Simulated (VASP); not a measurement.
TiO2: single point with PBEsol

TiO2:

```xyz
6
Lattice="4.5912 0.0000 0.0000 0.0000 4.5912 0.0000 0.0000 0.0000 2.9390" Properties=species:S:1:pos:R:3 pbc="T T T"
Ti    0.0809   -0.0809   -0.1324
Ti    2.2956    2.2956    1.4695
O     1.3978    1.3978    0.0000
O     0.8979    3.6934    1.4695
O     3.1935    3.1935    0.0000
O     3.6934    0.8979    1.4695
```

This cell differs from its parent crystal: atom 1 (Ti) moved +0.175 Å towards its neighbour atom 4 (O) at 1.942 Å.

```
Program                : VASP 6.6.1
Task                   : single point
Functional             : PBEsol
Potentials or basis    : VASP PAW PBE potentials, release 64 (Ti_sv, O)
Cutoff                 : 520 eV
k mesh                 : 6 × 6 × 10
Occupations            : gaussian, width 0.05 eV
Spin                   : no spin polarisation
Dipole correction      : no
Further INCAR settings : ALGO = Normal; EDIFF = 1e-07; NBANDS = 33
```

```
Pressure               : 2.9 GPa
Largest force          : 2.998 eV/Å
Band gap on the k mesh : 1.75 eV (least direct gap 1.85 eV)
```

Forces in eV/Å, atoms in the order of the input:
```
Ti  -2.041  2.041  0.811
Ti   1.153 -1.153 -0.047
O   -0.058 -0.011 -0.002
O    0.791 -0.791 -1.035
O    0.011  0.058 -0.002
O    0.145 -0.145  0.275
```

Stress tensor (GPa, compression positive):
```
 1.57 -1.66 -3.03
-1.66  1.57  3.03
-3.03  3.03  5.41
```

Levels at points of the mesh, in eV from the valence-band top:
```csv
k point,band 20,band 21,band 22,band 23,band 24,band 25,band 26,band 27,band 28,band 29
"(0.00, 0.00, 0.00)",-2.02,-0.95,-0.86,-0.62,0.00,1.85,2.27,2.34,2.41,2.58
"(0.50, 0.00, 0.00)",-2.92,-1.79,-1.54,-1.24,-0.64,2.27,2.50,3.02,3.11,3.48
"(0.50, 0.50, 0.00)",-2.37,-1.53,-1.43,-1.19,-1.17,1.77,2.15,2.43,2.55,3.73
"(0.00, 0.00, 0.50)",-2.90,-2.80,-2.45,-1.59,-1.49,2.67,3.05,3.10,3.16,3.58
"(0.50, 0.00, 0.50)",-2.57,-2.26,-2.18,-1.19,-1.13,1.75,1.92,3.11,3.20,3.81
"(0.50, 0.50, 0.50)",-2.90,-1.78,-1.37,-0.79,-0.68,2.26,2.70,2.99,3.14,3.26
```

Run time: 4.5 min on 1 thread of Intel(R) Xeon(R) Platinum 8259CL CPU @ 2.50GHz (Skylake/Cascade Lake), on a shared host, peak memory 0.29 GiB.

Caveat: the cell differs from its parent crystal (atom 1 (Ti) moved +0.175 Å towards its neighbour atom 4 (O) at 1.942 Å); the PAW data sets were made with another functional, which shifts forces and pressure a little. A k mesh can miss the band edges.
